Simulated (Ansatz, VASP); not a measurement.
# One calculation of Cr, two programs

Contents of INCAR:

```
SYSTEM = Cr
ALGO = Normal
EDIFF = 1E-6
ENCUT = 500
GGA = PE
GGA_COMPAT = .FALSE.
ISIF = 2
ISMEAR = 0
LASPH = .TRUE.
LCHARG = .FALSE.
LREAL = .FALSE.
LWAVE = .FALSE.
NBANDS = 19
NELM = 120
PREC = Accurate
SIGMA = 0.1
```

Contents of KPOINTS:

```
k-points
0
G
  6 6 6
  0 0 0
```

File POSCAR:

```
Cr
1.0
    2.9688993551      0.0000000000      0.0000000000
    0.0000000000      2.9688993551      0.0000000000
    0.0000000000      0.0000000000      2.9688993551
Cr
2
Direct
    0.0000000000      0.0000000000      0.0000000000
    0.5000000000      0.5000000000      0.5000000000
```

Input for Ansatz:

```yaml
crystal:
  lattice:
    - [2.9688993551, 0.0, 0.0]
    - [0.0, 2.9688993551, 0.0]
    - [0.0, 0.0, 2.9688993551]
  atoms:
    - { symbol: Cr, position: [0.0, 0.0, 0.0] }
    - { symbol: Cr, position: [0.5, 0.5, 0.5] }
basis:
  ecutwfc: 420
  precision: f64
kpoints:
  mp_grid: { grid: [6, 6, 6] }
hamiltonian:
  xc: pbe
scf:
  occupations: { method: gaussian, width: 0.1 }
output:
  forces: true
  stress: true
  eigenvalues: true
```

Alike in both runs: task single point; functional PBE; k mesh 6 × 6 × 6; occupations gaussian, width 0.1 eV; no spin polarisation.

```csv
,VASP,Ansatz
version,VASP 6.6.1,Ansatz 0.2.0
potentials or method,"VASP PAW PBE potentials, release 64 (Cr_pv), cutoff 500 eV","scalar-relativistic, plane waves, PAW"
valence electrons in the cell,24,28
```

VASP gave:

| Property | Result |
| --- | --- |
| gap on the k mesh at the Fermi level (eV) | none |
| pressure (GPa) | -25.2 |

Q: What did Ansatz give for the same quantities?

A: gap on the k mesh at the Fermi level (eV): none; pressure (GPa): -24.8.

A gap of «none» marks a metal or a gap that the smearing closes. VASP's potentials hold 24 valence electrons a cell and Ansatz's 28, so a difference there can come from the potentials and not from the codes.
